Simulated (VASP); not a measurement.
# Cr (Im-3m) in VASP: further runs

Runs on Cr. Level: PBE. Tasks: single point, relaxation of cell and atoms.

Everything below comes from runs of VASP 6.6.1. Logs are shortened: lines on timing, memory, paths and dates and some standing lists are left out, and cuts for length are marked.

## Step 1: The cell of the first run

Symmetry: Im-3m, No. 229, cubic system. Conventional cell: a = 2.849 Å, b = 2.849 Å, c = 2.849 Å, α = 90.00°, β = 90.00°, γ = 90.00°. Cr (site symmetry m-3m) has 14 Cr at 2.47 to 2.85 Å within 3.3 Å.

## Step 2: Single point, PBE

Input file INCAR:

```
SYSTEM = Cr
PREC = Accurate
ENCUT = 500
EDIFF = 1E-6
ISMEAR = -1
SIGMA = 0.15
LREAL = .FALSE.
LASPH = .TRUE.
NELM = 120
ALGO = Normal
ISIF = 2
LWAVE = .FALSE.
LCHARG = .FALSE.
GGA = PE
NBANDS = 12
GGA_COMPAT = .FALSE.
```

Input file KPOINTS:

```
regular mesh
0
G
  20 20 20
  0 0 0
```

Input file POSCAR:

```
Cr
1.0
   -1.4246640404      1.4246640404      1.4246640404
    1.4246640404     -1.4246640404      1.4246640404
    1.4246640404      1.4246640404     -1.4246640404
Cr
1
Direct
    0.0000000000      0.0000000000      0.0000000000
```

Potentials or basis: VASP PAW PBE potentials, release 64 (Cr_pv).

Command:

```sh
$ cat potpaw_PBE.64/Cr_pv/POTCAR > POTCAR
$ mpirun -np 1 vasp_std > vasp.out
```

OUTCAR:

```text
SYSTEM = Cr
   PREC = Accurate
   ENCUT = 500
   EDIFF = 1E-6
   ISMEAR = -1
   LREAL = .FALSE.
   LASPH = .TRUE.
   NELM = 120
   ISIF = 2
   GGA = PE

 ion  position               nearest neighbor table
   1  0.000  0.000  0.000-

  LATTYP: Found a body centered cubic cell.
 ALAT       =     2.8493280808

  Lattice vectors:

 A1 = (  -1.4246640404,   1.4246640404,   1.4246640404)
 A2 = (   1.4246640404,  -1.4246640404,   1.4246640404)
 A3 = (   1.4246640404,   1.4246640404,  -1.4246640404)

Analysis of symmetry for initial positions (statically):
=====================================================================
 Subroutine PRICEL returns:
 Original cell was already a primitive cell.

 Routine SETGRP: Setting up the symmetry group for a
 body centered cubic supercell.

 Subroutine GETGRP returns: Found 48 space group operations
 (whereof 48 operations were pure point group operations)
 out of a pool of 48 trial point group operations.

The static configuration has the point symmetry O_h .

Analysis of symmetry for dynamics (positions and initial velocities):
=====================================================================
 Subroutine PRICEL returns:
 Original cell was already a primitive cell.

 Routine SETGRP: Setting up the symmetry group for a
 body centered cubic supercell.

 Subroutine GETGRP returns: Found 48 space group operations
 (whereof 48 operations were pure point group operations)
 out of a pool of 48 trial point group operations.

The dynamic configuration has the point symmetry O_h .

 Subroutine INISYM returns: Found 48 space group operations
 (whereof 48 operations are pure point group operations),
 and found     1 'primitive' translations

----------------------------------------------------------------------------------------

                                     Primitive cell

  volume of cell :      11.5664

  direct lattice vectors                    reciprocal lattice vectors
    -1.424664040  1.424664040  1.424664040     0.000000000  0.350959936  0.350959936
     1.424664040 -1.424664040  1.424664040     0.350959936  0.000000000  0.350959936
     1.424664040  1.424664040 -1.424664040     0.350959936  0.350959936  0.000000000

  length of vectors
     2.467590502  2.467590502  2.467590502     0.496332301  0.496332301  0.496332301

  position of ions in fractional coordinates (direct lattice)
[... 82 lines left out ...]
   NFREE  =      0    steps in history (QN), initial steepest desc. (CG)
   ISIF   =      2    stress and relaxation
   ISYM   =      2    0-nonsym 1-usesym 2-fastsym
   POTIM  = 0.5000    time-step for ionic-motion
   TEBEG  =    0.0;   TEEND  =   0.0 temperature during run
   PSTRESS=    0.0 pullay stress
   NELECT =      12.0000    total number of electrons
   NUPDOWN=      -1.0000    fix difference up-down
   EMIN   =  10.00;   EMAX   =-10.00  energy-range for DOS
   EFERMI =   0.00;   METHOD = LEGACY
   ISMEAR =    -1;   SIGMA  =   0.15  broadening in eV -4-tet -1-fermi 0-gaus
   EFERMI_NEDOS =   21; number of points for ismear=-14 and -15
   IALGO  =     38    algorithm
   IMIX   =      4    mixing-type and parameters
     AMIX     =   0.40;   BMIX     =  1.00
     AMIX_MAG =   1.60;   BMIX_MAG =  1.00
  volume/ion in A,a.u.               =      11.57        78.05
  Fermi-wavevector in a.u.,A,eV,Ry     =   1.657306  3.131855 37.370636  2.746664
  Thomas-Fermi vector in A             =   2.745082
   LORBIT       =      0    0 simple, 1 ext, 2 COOP (PROOUT), +10 PAW based schemes
   GGA     = PE    functional components
   LHFCALC =     F    Hartree Fock is set to
   AEXX    =    0.0000 exact exchange contribution
   IVDW    =     0    specifies the selected vdW correction
   LEPSILON=     F    determine dielectric tensor
   LRPA    =     F    only Hartree local field effects (RPA)
 non-spin polarized calculation
  energy-cutoff  :      500.00
  volume of cell :       11.57
 maximum number of plane-waves:       321
 NGX is ok and might be reduce to    18
   NGX =  9   NGY =  9   NGZ =  9

 number of electron      11.9999993 magnetization

 Free energy of the ion-electron system (eV)
  ---------------------------------------------------
  ext. energy  EPLUGINS =         0.00000000
  ---------------------------------------------------
  free energy    TOTEN  =        -9.54345997 eV

  energy without entropy =       -9.48533459  energy(sigma->0) =       -9.51439728

 E-fermi :  10.9326     XC(G=0): -13.6647

 val. band max:       10.9324334754   @ k =  -0.2500   0.3500   0.1500
 cond. band min:      10.9333601554   @ k =  -0.1500   0.2000   0.1000
 fundamental gap:      0.0009266800
 Fermi energy:        10.9326489962

 k-point     1 :       0.0000    0.0000    0.0000
  band No.  band energies     occupation
      1     -31.7621      2.00000
      2     -31.7621      2.00000
      3     -31.7621      2.00000
      4       3.1017      2.00000
      5      10.0532      1.99433
      6      10.0532      1.99433
      7      10.0532      1.99433
      8      12.1042      0.00081
      9      12.1042      0.00081
     10      18.0782      0.00000
     11      33.2445      0.00000
     12      33.2445      0.00000
[... 331 lines left out ...]
 k-point    24 :       0.2500    0.1000    0.0000
  band No.  band energies     occupation
      1     -32.3777      2.00000
      2     -31.9606      2.00000
      3     -31.7966      2.00000
      4       6.2920      2.00000
      5       9.0061      1.99999
      6       9.5229      1.99983
      7      11.7287      0.00986
      8      12.3820      0.00013
      9      12.7164      0.00001
     10      18.0771      0.00000
     11      26.0211      0.00000
     12      29.1326      0.00000

 [... further k-points ...]

------------------------ aborting loop because EDIFF is reached ----------------------------------------

  FORCE on cell =-STRESS in cart. coord.  units (eV):
  Direction    XX          YY          ZZ          XY          YZ          ZX
  --------------------------------------------------------------------------------------
  -------------------------------------------------------------------------------------
  Total       -0.0445695     -0.0445695     -0.0445695      0.0000000     -0.0000000      0.0000000
  in kB       -6.1737838     -6.1737838     -6.1737838      0.0000000     -0.0000000      0.0000000
  external PRESSURE =      -6.1737838 kB  Pullay stress =       0.0000000 kB

 VOLUME and BASIS-vectors are now :
 -----------------------------------------------------------------------------
  energy-cutoff  :      500.00
  volume of cell :       11.57
      direct lattice vectors                 reciprocal lattice vectors
    -1.424664040  1.424664040  1.424664040     0.000000000  0.350959936  0.350959936
     1.424664040 -1.424664040  1.424664040     0.350959936  0.000000000  0.350959936
     1.424664040  1.424664040 -1.424664040     0.350959936  0.350959936  0.000000000

 POSITION                                       TOTAL-FORCE (eV/Angst)
 -----------------------------------------------------------------------------------
      0.00000      0.00000      0.00000         0.000000      0.000000      0.000000
 -----------------------------------------------------------------------------------
    total drift:                               -0.000000      0.000000      0.000000

  FREE ENERGIE OF THE ION-ELECTRON SYSTEM (eV)
  ---------------------------------------------------
  free  energy   TOTEN  =        -9.5434599673 eV

  energy  without entropy=       -9.4853345884  energy(sigma->0) =       -9.51439728
```

stdout:

```text
POSCAR found type information on POSCAR Cr
 POSCAR found :  1 types and       1 ions
 scaLAPACK will be used
 LDA part: xc-table for (Slater+PW92), standard interpolation
 POSCAR, INCAR and KPOINTS ok, starting setup
 FFT: planning ... GRIDC
 FFT: planning ... GRID_SOFT
 FFT: planning ... GRID
 WAVECAR not read
 entering main loop
```

Run time: 10 s. Hardware: 1 thread of Intel Xeon 6975P-C (Granite Rapids), shared host; peak memory 0.14 GiB.

Results:

| Quantity | Value |
| --- | --- |
| Free energy | -9.5435 eV |
| Pressure | -0.6 GPa |
| Band gap on the k mesh | zero (bands 6 and 7 overlap by 3.35 eV) |

Levels at points of the mesh, in eV from the Fermi level:
| k point | band 2 | band 3 | band 4 | band 5 | band 6 | band 7 | band 8 | band 9 | band 10 | band 11 |
| --- | --- | --- | --- | --- | --- | --- | --- | --- | --- | --- |
| (0.00, 0.00, 0.00) | -42.69 | -42.69 | -7.83 | -0.88 | -0.88 | -0.88 | 1.17 | 1.17 | 7.15 | 22.31 |
| (0.50, 0.00, 0.00) | -42.98 | -42.70 | -4.40 | -2.42 | 1.13 | 1.17 | 1.51 | 2.86 | 7.14 | 9.93 |
| (0.50, 0.50, 0.50) | -43.32 | -43.32 | -4.28 | -4.28 | 2.47 | 2.47 | 2.47 | 7.14 | 10.62 | 10.62 |

Caveat: the run has no spin polarisation, though such a crystal can be magnetic.

## Step 3: Relaxation of cell and atoms, PBE

Input file INCAR:

```
SYSTEM = Cr
PREC = Accurate
ENCUT = 500
EDIFF = 1E-7
ISMEAR = -1
SIGMA = 0.15
LREAL = .FALSE.
LASPH = .TRUE.
NELM = 120
ALGO = Normal
ISIF = 3
LWAVE = .FALSE.
LCHARG = .FALSE.
GGA = PE
IBRION = 2
NSW = 80
EDIFFG = -0.001
GGA_COMPAT = .FALSE.
NELMIN = 4
```

Input file KPOINTS:

```
Automatic mesh
0
G
  20 20 20
  0 0 0
```

Input file POSCAR:

```
Cr
1.0
   -1.4239150038      1.4239150038      1.4239150038
    1.4239150038     -1.4239150038      1.4239150038
    1.4239150038      1.4239150038     -1.4239150038
Cr
1
Direct
    0.0000000000      0.0000000000      0.0000000000
```

Potentials or basis: VASP PAW PBE potentials, release 64 (Cr_pv).

Command:

```sh
$ cat potpaw_PBE.64/Cr_pv/POTCAR > POTCAR
$ mpirun -np 1 vasp_std > vasp.out
```

It took 19 s on 1 thread of Intel Xeon 6975P-C (Granite Rapids), shared host; peak memory 0.14 GiB.

It converged, with:

- Free energy: -9.5435 eV
- Relaxed volume: 11.54 Å³/atom
- Relaxed cell: a = 2.466 Å, b = 2.466 Å, c = 2.466 Å, α = 109.47°, β = 109.47°, γ = 109.47°
- Space group after relaxing (to 0.1 Å): Im-3m (No. 229)
- Energy gained by relaxing: 0.0 meV/atom
- Ionic steps: 3
- Pressure after relaxing: 0.0 GPa
- Band gap on the k mesh: zero (bands 6 and 7 overlap by 3.36 eV)

Final structure:
```
Cr
1.0
    -1.42347    1.42347    1.42347
     1.42347   -1.42347    1.42347
     1.42347    1.42347   -1.42347
Cr
1
Direct
  0.00000 0.00000 0.00000
```

Levels at points of the mesh, in eV from the Fermi level:
```
           k point  band 2  band 3  band 4  band 5  band 6  band 7  band 8  band 9  band 10
(0.00, 0.00, 0.00)  -42.69  -42.69   -7.84   -0.88   -0.88   -0.88    1.17    1.17     7.15
(0.50, 0.00, 0.00)  -42.98  -42.70   -4.41   -2.43    1.14    1.17    1.52    2.87     7.14
(0.50, 0.50, 0.50)  -43.32  -43.32   -4.29   -4.29    2.48    2.48    2.48    7.14    10.64
```

Caveat: the run has no spin polarisation, though such a crystal can be magnetic.
